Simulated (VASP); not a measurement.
# ZnO (P6_3mc) in VASP: further runs, part 2 of 2

VASP 6.6.1. The steps go on from the part before.

## (3) Single point, r2SCAN (all O atoms moved +0.075 Å, as atom 3 along Cartesian [0 0 1])

POSCAR

```
ZnO
1.0
    3.2493987239      0.0000000000      0.0000000000
   -1.6246993619      2.8140618419      0.0000000000
    0.0000000000      0.0000000000      5.2038000000
Zn O
2 2
Direct
    0.3333333333      0.6666666667      0.0000000000
    0.6666666667      0.3333333333      0.5000000000
    0.3333333333      0.6666666667      0.3965125447
    0.6666666667      0.3333333333      0.8965125447
```

INCAR.step1

```
PREC = Accurate
ENCUT = 520
ISMEAR = 0
SIGMA = 0.05
LREAL = F
LASPH = T
NELM = 80
NBANDS = 26
GGA = PE
ALGO = Normal
EDIFF = 1E-4
LWAVE = T
LCHARG = F
```

INCAR.step2

```
PREC = Accurate
ENCUT = 520
EDIFF = 1E-6
ISMEAR = 0
SIGMA = 0.05
LREAL = F
LASPH = T
NELM = 80
ALGO = Normal
ISIF = 2
LWAVE = F
LCHARG = T
METAGGA = R2SCAN
LMIXTAU = T
LELF = T
LVHAR = T
NBANDS = 26
ISTART = 1
```

KPOINTS

```
Automatic mesh
0
Gamma
  12 12 6
```

Potentials or basis: VASP PAW PBE potentials, release 64 (Zn, O).

Command:

```
> cat potpaw_PBE.64/Zn/POTCAR potpaw_PBE.64/O/POTCAR > POTCAR
> cp INCAR.step1 INCAR
> mpirun -np 1 vasp_std > vasp.out
> cp INCAR.step2 INCAR
> mpirun -np 1 vasp_std > vasp.out
```

OUTCAR:

```text
PREC = Accurate
   ENCUT = 520
   EDIFF = 1E-6
   ISMEAR = 0
   LREAL = F
   LASPH = T
   NELM = 80
   ISIF = 2
   METAGGA = R2SCAN
   ISTART = 1

 ion  position               nearest neighbor table
   1  0.333  0.667  0.000-   4 1.95   4 1.95   4 1.95   3 2.06
   2  0.667  0.333  0.500-   3 1.95   3 1.95   3 1.95   4 2.06
   3  0.333  0.667  0.397-   2 1.95   2 1.95   2 1.95   1 2.06
   4  0.667  0.333  0.897-   1 1.95   1 1.95   1 1.95   2 2.06

  LATTYP: Found a hexagonal cell.
[... 897 lines left out ...]
  Direction    XX          YY          ZZ          XY          YZ          ZX
  --------------------------------------------------------------------------------------
  -------------------------------------------------------------------------------------
  Total        0.5990573      0.5990573     -1.0099968      0.0000000      0.0000000     -0.0000000
  in kB       20.1707338     20.1707338    -34.0073919      0.0000000      0.0000000     -0.0000000
  external PRESSURE =       2.1113586 kB  Pullay stress =       0.0000000 kB

 VOLUME and BASIS-vectors are now :
 -----------------------------------------------------------------------------
  energy-cutoff  :      520.00
  volume of cell :       47.58
      direct lattice vectors                 reciprocal lattice vectors
     3.249398724  0.000000000  0.000000000     0.307749244  0.177679109  0.000000000
    -1.624699362  2.814061842  0.000000000     0.000000000  0.355358217  0.000000000
     0.000000000  0.000000000  5.203800000     0.000000000  0.000000000  0.192167262

 POSITION                                       TOTAL-FORCE (eV/Angst)
 -----------------------------------------------------------------------------------
     -0.00000      1.87604      0.00000         0.000000      0.000000      0.396481
      1.62470      0.93802      2.60190        -0.000000     -0.000000      0.396481
     -0.00000      1.87604      2.06337         0.000000      0.000000     -0.396481
      1.62470      0.93802      4.66527         0.000000      0.000000     -0.396481
 -----------------------------------------------------------------------------------
    total drift:                                0.000001      0.000001     -0.048003

  FREE ENERGIE OF THE ION-ELECTRON SYSTEM (eV)
  ---------------------------------------------------
  free  energy   TOTEN  =       -36.2802886658 eV

  energy  without entropy=      -36.2802886658  energy(sigma->0) =      -36.28028867
```

OUTCAR.step1:

```text
PREC = Accurate
   ENCUT = 520
   ISMEAR = 0
   LREAL = F
[... 927 lines left out ...]
     -0.00000      1.87604      0.00000         0.000000      0.000000      0.413021
      1.62470      0.93802      2.60190        -0.000000     -0.000000      0.413021
     -0.00000      1.87604      2.06337         0.000000      0.000000     -0.413021
      1.62470      0.93802      4.66527        -0.000000     -0.000000     -0.413021
 -----------------------------------------------------------------------------------
    total drift:                                0.000000      0.000001      0.001282

  FREE ENERGIE OF THE ION-ELECTRON SYSTEM (eV)
  ---------------------------------------------------
  free  energy   TOTEN  =       -17.7864039160 eV

  energy  without entropy=      -17.7864039160  energy(sigma->0) =      -17.78640392
```

Wall time 2.4 min (1 thread of Intel Xeon Platinum 8488C (Sapphire Rapids), shared host); peak memory 0.21 GiB.

Results:

- Free energy: -36.2803 eV
- Pressure: 0.2 GPa
- Largest force: 0.396 eV/Å
- Band gap on the k mesh: 1.23 eV

Forces on the atoms (eV/Å):
```
Zn   0.000  0.000  0.396
Zn   0.000  0.000  0.396
O    0.000  0.000 -0.396
O    0.000  0.000 -0.396
```

Caveat: the cell differs from its parent crystal (all O atoms moved +0.075 Å, as atom 3 along Cartesian [0 0 1]); the PAW data sets were made with another functional, which shifts forces and pressure a little.

## (4) Single point, r2SCAN (all O atoms moved -0.050 Å, as atom 3 along Cartesian [0 0 1])

Edit POSCAR of step 3 so:

```diff
@@ -10,3 +10,3 @@
     0.6666666667      0.3333333333      0.5000000000
-    0.3333333333      0.6666666667      0.3965125447
-    0.6666666667      0.3333333333      0.8965125447
+    0.3333333333      0.6666666667      0.3724916369
+    0.6666666667      0.3333333333      0.8724916369
```

INCAR.step1

```
  PREC = Accurate
  ENCUT = 520
  ISMEAR = 0
  SIGMA = 0.05
  LREAL = F
  LASPH = T
  NELM = 60
  NBANDS = 26
  GGA = PE
  ALGO = Normal
  EDIFF = 1E-4
  LWAVE = T
  LCHARG = F
```

INCAR.step2

```
  PREC = Accurate
  ENCUT = 520
  EDIFF = 1E-6
  ISMEAR = 0
  SIGMA = 0.05
  LREAL = F
  LASPH = T
  NELM = 60
  ALGO = Normal
  ISIF = 2
  LWAVE = F
  LCHARG = F
  METAGGA = R2SCAN
  LMIXTAU = T
  NBANDS = 26
  ISTART = 1
```

KPOINTS

```
regular mesh
0
Gamma
  12 12 6
```

Command:

```
> cat potpaw_PBE.64/Zn/POTCAR potpaw_PBE.64/O/POTCAR > POTCAR
> cp INCAR.step1 INCAR
> mpirun -np 1 vasp_std > vasp.out
> cp INCAR.step2 INCAR
> mpirun -np 1 vasp_std > vasp.out
```

It took 2.9 min on 1 thread of Intel Xeon Platinum 8488C (Sapphire Rapids), shared host; peak memory 0.22 GiB.

The run converged. Its results:

| Quantity | Value |
| --- | --- |
| Free energy | -36.3032 eV |
| Pressure | 0.1 GPa |
| Largest force | 0.361 eV/Å |
| Band gap on the k mesh | 1.24 eV |

Forces on the atoms (eV/Å):
```
Zn   0.000  0.000 -0.361
Zn   0.000  0.000 -0.361
O    0.000  0.000  0.361
O    0.000  0.000  0.361
```

Stress tensor (GPa, compression positive):
```
-1.70  0.00  0.00
 0.00 -1.70  0.00
 0.00  0.00  3.71
```

Levels at points of the mesh, in eV from the valence-band top:
| k point | band 15 | band 16 | band 17 | band 18 | band 19 | band 20 | band 21 | band 22 |
| --- | --- | --- | --- | --- | --- | --- | --- | --- |
| (0.00, 0.00, 0.00) | -0.89 | -0.03 | 0.00 | 0.00 | 1.24 | 5.88 | 8.91 | 13.67 |
| (0.50, 0.00, 0.00) | -2.86 | -2.35 | -1.31 | -0.76 | 6.40 | 7.35 | 8.09 | 9.25 |
| (0.00, 0.00, 0.50) | -0.44 | -0.44 | -0.44 | -0.44 | 3.94 | 3.94 | 10.93 | 10.93 |
| (0.50, 0.00, 0.50) | -1.50 | -1.50 | -1.38 | -1.38 | 6.25 | 6.25 | 9.12 | 9.12 |

Caveat: the cell differs from its parent crystal (all O atoms moved -0.050 Å, as atom 3 along Cartesian [0 0 1]); the PAW data sets were made with another functional, which shifts forces and pressure a little.

## (5) Single point, r2SCAN (all O atoms moved +0.025 Å, as atom 3 along Cartesian [0 0 1])

Edit POSCAR of step 4 so:

```diff
@@ -10,3 +10,3 @@
     0.6666666667      0.3333333333      0.5000000000
-    0.3333333333      0.6666666667      0.3724916369
-    0.6666666667      0.3333333333      0.8724916369
+    0.3333333333      0.6666666667      0.3869041816
+    0.6666666667      0.3333333333      0.8869041816
```

INCAR.step1

```
SYSTEM = ZnO
PREC = Accurate ; ENCUT = 520
ISMEAR = 0 ; SIGMA = 0.05
LREAL = .FALSE. ; LASPH = .TRUE.
NELM = 100 ; NBANDS = 26
GGA = PE ; ALGO = Normal
EDIFF = 1E-4 ; LWAVE = .TRUE.
LCHARG = .FALSE.
```

INCAR.step2

```
SYSTEM = ZnO
PREC = Accurate ; ENCUT = 520
EDIFF = 1E-7 ; ISMEAR = 0
SIGMA = 0.05 ; LREAL = .FALSE.
LASPH = .TRUE. ; NELM = 100
ALGO = Normal ; ISIF = 2
LWAVE = .FALSE. ; LCHARG = .FALSE.
METAGGA = R2SCAN ; LMIXTAU = .TRUE.
NBANDS = 26 ; ISTART = 1
```

KPOINTS

```
regular mesh
0
G
  12 12 6
  0 0 0
```

Command:

```
> cat potpaw_PBE.64/Zn/POTCAR potpaw_PBE.64/O/POTCAR > POTCAR
> cp INCAR.step1 INCAR
> mpirun -np 1 vasp_std > vasp.out
> cp INCAR.step2 INCAR
> mpirun -np 1 vasp_std > vasp.out
```

It took 3.9 min on 1 thread of Intel Xeon Platinum 8488C (Sapphire Rapids), shared host; peak memory 0.22 GiB.

It converged, with:

```yaml
Free_energy: -36.3114 eV
Pressure: 0.0 GPa
Largest_force: 0.168 eV/Å
Band_gap_on_the_k_mesh: 1.23 eV
```

Forces on the atoms (eV/Å):
```
Zn   0.000  0.000  0.168
Zn   0.000  0.000  0.168
O    0.000  0.000 -0.168
O    0.000  0.000 -0.168
```

Stress tensor (GPa, compression positive):
```
 0.56  0.00  0.00
 0.00  0.56  0.00
 0.00  0.00 -1.23
```

Levels at points of the mesh, in eV from the valence-band top:
```
           k point  band 15  band 16  band 17  band 18  band 19  band 20  band 21  band 22
(0.00, 0.00, 0.00)    -0.76    -0.14     0.00     0.00     1.23     5.78     8.82    13.62
(0.50, 0.00, 0.00)    -2.82    -2.31    -1.27    -0.94     6.40     7.34     8.14     9.22
(0.00, 0.00, 0.50)    -0.38    -0.38    -0.38    -0.38     3.92     3.92    10.77    10.77
(0.50, 0.00, 0.50)    -1.58    -1.58    -1.36    -1.36     6.25     6.25     9.14     9.14
```

Caveat: the cell differs from its parent crystal (all O atoms moved +0.025 Å, as atom 3 along Cartesian [0 0 1]); the PAW data sets were made with another functional, which shifts forces and pressure a little.

## (6) Summary

| cell | gap on the mesh (eV) | pressure (GPa) | largest force (eV/Å) |
| --- | --- | --- | --- |
| as given, atomic positions A | 1.25 | 0.8 | 0.88 |
| as given, atomic positions B | 1.23 | 0.2 | 0.40 |
| as given, atomic positions C | 1.24 | 0.1 | 0.36 |
| as given, atomic positions D | 1.23 | 0.0 | 0.17 |

Alike in all rows: task single point; level r2SCAN; potentials or basis VASP PAW PBE potentials, release 64 (Zn, O); no spin polarisation; k mesh 12 × 12 × 6; cutoff (eV) 520; smearing gaussian 0.05 eV.

Caveats: the PAW data sets were made with another functional, which shifts forces and pressure a little.

Total energies depend on the potentials used, so only differences within one code and one set of settings carry meaning.
